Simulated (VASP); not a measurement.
# MgO (P1) in VASP: relaxation of cell and atoms with PBE

Aim: the relaxation of cell and atoms of MgO with PBE.

Everything below comes from runs of VASP 6.6.1. Logs are shortened: lines on timing, memory, paths and dates and some standing lists are left out, and cuts for length are marked.

### 1 The cell of the first run

The typed cell holds 4 atoms: a = 3.216 Å, b = 3.226 Å, c = 5.672 Å, α = 73.66°, β = 73.57°, γ = 61.09°.

### 2 Relaxation of cell and atoms, PBE

INCAR

```
SYSTEM = MgO
  ALGO = Normal
  EDIFF = 1E-6
  EDIFFG = -0.025
  ENCUT = 600
  GGA = PE
  IBRION = 2
  ISIF = 3
  ISMEAR = 0
  LASPH = .True.
  LCHARG = .False.
  LREAL = .False.
  LWAVE = .False.
  NELM = 80
  NSW = 80
  PREC = Accurate
  SIGMA = 0.1
```

KPOINTS

```
k-points
0
Gamma
  6 6 6
  0 0 0
```

POSCAR

```
MgO
1.0
   -0.0246719402      2.2648142597      2.2830727180
    2.2945078621      2.2678107030     -0.0276683835
   -2.3398024205      4.6085843478     -2.3373566062
Mg O
2 2
Direct
    0.7470873445      0.6917936452      0.8137431113
    0.2440677186      0.2393760797      0.2551029635
    0.3507360838      0.4601460572      0.8639916630
    0.9081088532      0.8586842178      0.3171622622
```

Potentials or basis: VASP PAW PBE potentials, release 64 (Mg, O).

On the command line:

```
$ cat potpaw_PBE.64/Mg/POTCAR potpaw_PBE.64/O/POTCAR > POTCAR
$ mpirun -np 1 vasp_std > vasp.out
```

OUTCAR:

```text
SYSTEM = MgO
   EDIFF = 1E-6
   EDIFFG = -0.025
   ENCUT = 600
   GGA = PE
   IBRION = 2
   ISIF = 3
   ISMEAR = 0
   LASPH = .True.
   LREAL = .False.
   NELM = 80
   NSW = 80
   PREC = Accurate

 ion  position               nearest neighbor table
   1  0.747  0.692  0.814-   3 1.69   3 1.79   3 2.23   4 2.66   2 2.98   2 2.99   2 3.07   2 3.49
                             2 3.53   2 3.57
   2  0.244  0.239  0.255-   4 1.84   4 1.90   4 1.96   3 2.11   1 2.98   1 2.99   1 3.07   1 3.49
                             1 3.53   1 3.57
   3  0.351  0.460  0.864-   1 1.69   1 1.79   2 2.11   1 2.23
   4  0.908  0.859  0.317-   2 1.84   2 1.90   2 1.96   1 2.66

  Warning from LATTYP: Got some problem with cell dimensions!
  Tried to take original basis but could not verify dimensions!
  LATTYP: Found a triclinic cell.
 ALAT       =     3.2159622776
 B/A-ratio  =     1.0180017656
 C/A-ratio  =     1.7638496606
 COS(alpha) =     0.0006239439
 COS(beta)  =     0.2827995379
 COS(gamma) =     0.5058625779

  Lattice vectors:

 A1 = (   0.0246719402,  -2.2648142597,  -2.2830727180)
 A2 = (   2.3191798023,   0.0029964433,  -2.3107411015)
 A3 = (   2.3398024205,  -4.6085843478,   2.3373566062)

Analysis of symmetry for initial positions (statically):
=====================================================================
 Subroutine PRICEL returns:
 Original cell was already a primitive cell.

 Routine SETGRP: Setting up the symmetry group for a
 triclinic supercell.

 Subroutine GETGRP returns: Found  1 space group operations
 (whereof  1 operations were pure point group operations)
 out of a pool of  2 trial point group operations.

The static configuration has the point symmetry C_1 .

Analysis of symmetry for dynamics (positions and initial velocities):
=====================================================================
 Subroutine PRICEL returns:
 Original cell was already a primitive cell.

 Routine SETGRP: Setting up the symmetry group for a
 triclinic supercell.

 Subroutine GETGRP returns: Found  1 space group operations
 (whereof  1 operations were pure point group operations)
 out of a pool of  2 trial point group operations.

The dynamic configuration has the point symmetry C_1 .

 Subroutine INISYM returns: Found  1 space group operations
 (whereof  1 operations are pure point group operations),
 and found     1 'primitive' translations

----------------------------------------------------------------------------------------

                                     Primitive cell

  volume of cell :      48.6773

  direct lattice vectors                    reciprocal lattice vectors
    -0.024671940  2.264814260  2.283072718    -0.106274698  0.111506113  0.326243381
     2.294507862  2.267810703 -0.027668384     0.324902917  0.110926470 -0.106528305
[... 128 lines left out ...]

--------------------------------------- Ionic step        1  -------------------------------------------

 number of electron      16.0000001 magnetization

 Free energy of the ion-electron system (eV)
  ---------------------------------------------------
  ext. energy  EPLUGINS =         0.00000000
  ---------------------------------------------------
  free energy    TOTEN  =       -21.80514788 eV

  energy without entropy =      -21.80514788  energy(sigma->0) =      -21.80514788

------------------------ aborting loop because EDIFF is reached ----------------------------------------

  FORCE on cell =-STRESS in cart. coord.  units (eV):
  Direction    XX          YY          ZZ          XY          YZ          ZX
  --------------------------------------------------------------------------------------
  -------------------------------------------------------------------------------------
  Total        1.9551130      6.5116570      5.7669635      2.3811345      4.8218689      0.3013780
  in kB       64.3510373    214.3261700    189.8151569     78.3732054    158.7080976      9.9196256
  external PRESSURE =     156.1641214 kB  Pullay stress =       0.0000000 kB
[... 95 lines left out ...]
  FREE ENERGIE OF THE ION-ELECTRON SYSTEM (eV)
  ---------------------------------------------------
  free  energy   TOTEN  =       -22.6261613458 eV

  energy  without entropy=      -22.6261613458  energy(sigma->0) =      -22.62616135

 E-fermi :   1.1441     XC(G=0):  -9.5674

 val. band max:        0.6767347492   @ k =   0.0000   0.0000   0.0000
 cond. band min:       4.0407357861   @ k =   0.0000   0.0000   0.0000
 fundamental gap:      3.3640010368
 Fermi energy:         1.1441057877

 k-point     1 :       0.0000    0.0000    0.0000
  band No.  band energies     occupation
      1     -15.1924      2.00000
      2     -14.5668      2.00000
      3      -2.3186      2.00000
      4       0.3346      2.00000
      5       0.4535      2.00000
      6       0.5714      2.00000
      7       0.5783      2.00000
      8       0.6767      2.00000
      9       4.0407      0.00000
     10       9.1439      0.00000
     11      10.0457      0.00000
     12      14.6313      0.00000
[... 333 lines left out ...]
      1     -14.5320      2.00000
      2     -14.4508      2.00000
      3      -2.0079      2.00000
      4      -1.7034      2.00000
      5      -0.3684      2.00000
      6      -0.0865      2.00000
      7       0.0289      2.00000
      8       0.2961      2.00000
      9       7.5162      0.00000
     10       8.8198      0.00000
     11      10.6081      0.00000
     12      11.8062      0.00000

 [... further k-points ...]

[... ionic steps 4 to 19 ...]

--------------------------------------- Ionic step       20  -------------------------------------------

 number of electron      16.0000001 magnetization

------------------------ aborting loop because EDIFF is reached ----------------------------------------
[... 71 lines left out ...]
--------------------------------------- Ionic step       22  -------------------------------------------

 number of electron      16.0000001 magnetization

 Free energy of the ion-electron system (eV)
  ---------------------------------------------------
  ext. energy  EPLUGINS =         0.00000000
  ---------------------------------------------------
  free energy    TOTEN  =       -23.40745773 eV

  energy without entropy =      -23.40745773  energy(sigma->0) =      -23.40745773

 E-fermi :   1.1186     XC(G=0):  -9.6043

 val. band max:        0.6508003874   @ k =   0.0000   0.0000   0.0000
 cond. band min:       4.1383865135   @ k =   0.0000   0.0000   0.0000
 fundamental gap:      3.4875861261
 Fermi energy:         1.1186202125

 k-point     1 :       0.0000    0.0000    0.0000
  band No.  band energies     occupation
      1     -15.1752      2.00000
      2     -14.5444      2.00000
      3      -2.3194      2.00000
      4       0.4597      2.00000
      5       0.4725      2.00000
      6       0.6435      2.00000
      7       0.6491      2.00000
      8       0.6508      2.00000
      9       4.1384      0.00000
     10       9.2445      0.00000
     11      10.1297      0.00000
     12      15.0424      0.00000
[... 376 lines left out ...]
  FREE ENERGIE OF THE ION-ELECTRON SYSTEM (eV)
  ---------------------------------------------------
  free  energy   TOTEN  =       -23.4074577338 eV

  energy  without entropy=      -23.4074577338  energy(sigma->0) =      -23.40745773

 reached required accuracy - stopping structural energy minimisation
```

OSZICAR:

```text
N       E                     dE             d eps       ncg     rms          rms(c)
DAV:   1     0.827416731036E+02    0.82742E+02   -0.84085E+03  2688   0.131E+03
DAV:   2    -0.211054310832E+02   -0.10385E+03   -0.94988E+02  3708   0.252E+02
DAV:   3    -0.268903302803E+02   -0.57849E+01   -0.57598E+01  3324   0.666E+01
DAV:   4    -0.269243024405E+02   -0.33972E-01   -0.33968E-01  2968   0.599E+00
[... 188 lines left out ...]
DAV:   1    -0.234075772882E+02   -0.23869E-03   -0.43424E-02  2688   0.208E+00    0.880E-02
DAV:   2    -0.234074748790E+02    0.10241E-03   -0.10471E-03  3512   0.322E-01    0.233E-02
DAV:   3    -0.234074622505E+02    0.12629E-04   -0.20060E-05  3156   0.493E-02    0.122E-02
DAV:   4    -0.234074577840E+02    0.44665E-05   -0.10583E-05  3408   0.353E-02    0.279E-03
DAV:   5    -0.234074577338E+02    0.50201E-07   -0.15445E-06  1652   0.124E-02
  22 F= -.23407458E+02 E0= -.23407458E+02  d E =-.119752E-03
```

Run time: 27 min. Hardware: 1 thread of Intel Xeon 8259CL, shared host; peak memory 0.26 GiB.

What came out:

| Property | Result |
| --- | --- |
| Free energy | -23.4075 eV |
| Relaxed volume | 12.21 Å³/atom |
| Relaxed cell | a = 3.254 Å, b = 3.259 Å, c = 5.639 Å, α = 73.34°, β = 73.19°, γ = 60.02° |
| Space group after relaxing (to 0.05 Å) | F-43m (No. 216) |
| Energy gained by relaxing | 400.6 meV/atom |
| Ionic steps | 22 |
| Pressure after relaxing | 0.0 GPa |
| Largest force after relaxing | 0.012 eV/Å |
| Band gap on the k mesh | 3.49 eV, direct |

Forces on the atoms (eV/Å):
```
Mg  -0.011 -0.005 -0.002
Mg   0.003  0.003 -0.003
O   -0.002 -0.004  0.005
O    0.010  0.005  0.000
```

Stress tensor (GPa, compression positive):
```
-0.13  0.00 -0.02
 0.00 -0.02 -0.03
-0.02 -0.03  0.01
```

Step by step:
| step | energy change (eV) | largest force (eV/Å) | pressure (GPa) | volume (Å³) |
| --- | --- | --- | --- | --- |
| 1 | 0.0000 | 4.5559 | 15.62 | 48.68 |
| 2 | -0.6160 | 1.6270 | -10.12 | 57.26 |
| 3 | -0.8210 | 2.2792 | -3.87 | 53.30 |
| 4 | -1.1373 | 1.2195 | -5.08 | 52.41 |
| 5 | -1.1506 | 1.5010 | -4.61 | 52.12 |
| 6 | -1.4148 | 1.2253 | 0.38 | 48.98 |
| 7 | -1.4555 | 0.9715 | 4.55 | 47.25 |
| 8 | -1.5297 | 1.0962 | 2.18 | 48.09 |
| 9 | -1.5446 | 0.6758 | 2.57 | 47.85 |
| 10 | -1.5891 | 0.2174 | -1.11 | 49.29 |
| 11 | -1.5900 | 0.2040 | -0.73 | 49.11 |
| 12 | -1.5958 | 0.0899 | -0.09 | 48.83 |
| 13 | -1.5968 | 0.1039 | 0.34 | 48.66 |
| 14 | -1.5991 | 0.0693 | 0.12 | 48.76 |
| 15 | -1.5999 | 0.0967 | -0.17 | 48.89 |
| 16 | -1.6000 | 0.0890 | -0.11 | 48.86 |
| 17 | -1.6011 | 0.0443 | -0.03 | 48.83 |
| 18 | -1.6012 | 0.0618 | 0.01 | 48.82 |
| 19 | -1.6020 | 0.0357 | 0.04 | 48.80 |
| 20 | -1.6022 | 0.0379 | 0.08 | 48.79 |
| 21 | -1.6022 | 0.0321 | 0.07 | 48.79 |
| 22 | -1.6023 | 0.0124 | -0.05 | 48.84 |

Final structure:
```cif
data_structure
_symmetry_space_group_name_H-M 'P 1'
_symmetry_Int_Tables_number 1
_cell_length_a 3.2537
_cell_length_b 3.2587
_cell_length_c 5.6392
_cell_angle_alpha 73.340
_cell_angle_beta 73.187
_cell_angle_gamma 60.021
_cell_volume 48.84
loop_
_atom_site_label
_atom_site_type_symbol
_atom_site_fract_x
_atom_site_fract_y
_atom_site_fract_z
_atom_site_occupancy
Mg1 Mg 0.74957 0.75161 0.74994 1
Mg2 Mg 0.25053 0.24845 0.24997 1
O1 O 0.37444 0.37655 0.87505 1
O2 O 0.87546 0.87339 0.37504 1
```

A k mesh can miss the band edges.
